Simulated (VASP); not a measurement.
A run of VASP 6.6.1 is set up as follows.

The input INCAR:

```
SYSTEM = Zr
PREC = Accurate
ENCUT = 500
EDIFF = 1E-6
ISMEAR = 0
SIGMA = 0.1
LREAL = .False.
LASPH = .True.
NELM = 120
ALGO = Normal
ISIF = 2
LWAVE = .False.
LCHARG = .True.
LELF = .True.
LVHAR = .True.
NBANDS = 45
GGA_COMPAT = .False.
```

Contents of KPOINTS:

```
Automatic mesh
0
Gamma
  8 8 8
  0 0 0
```

The input POSCAR:

```
Zr
1.0
   -2.4631691416      4.2627564725      3.0807420353
    2.4631691416     -4.2627564725      3.0807420353
    2.4631691416      4.2627564725     -3.0807420353
Zr
6
Direct
    0.2500000000      0.2500000000      0.0000000000
    0.7500000000      0.7500000000      0.0000000000
    0.3335679820     -0.0000214255      0.3335465566
    0.8335679820      0.5000214255      0.3335894075
    0.6664320180      1.0000214255      0.6664534435
    0.1664320180      0.4999785745      0.6664105925
```

Potentials or basis: VASP PAW LDA potentials, release 64 (Zr_sv).

The run is started by

```console
$ cat potpaw_LDA.64/Zr_sv/POTCAR > POTCAR
$ mpirun -np 1 vasp_std > vasp.out
```

(1) Estimate the pressure.

(2) What does it give for the band gap on the k mesh?

Answers

(1) 0.1 GPa.

(2) zero (bands 36 and 37 overlap by 0.64 eV).
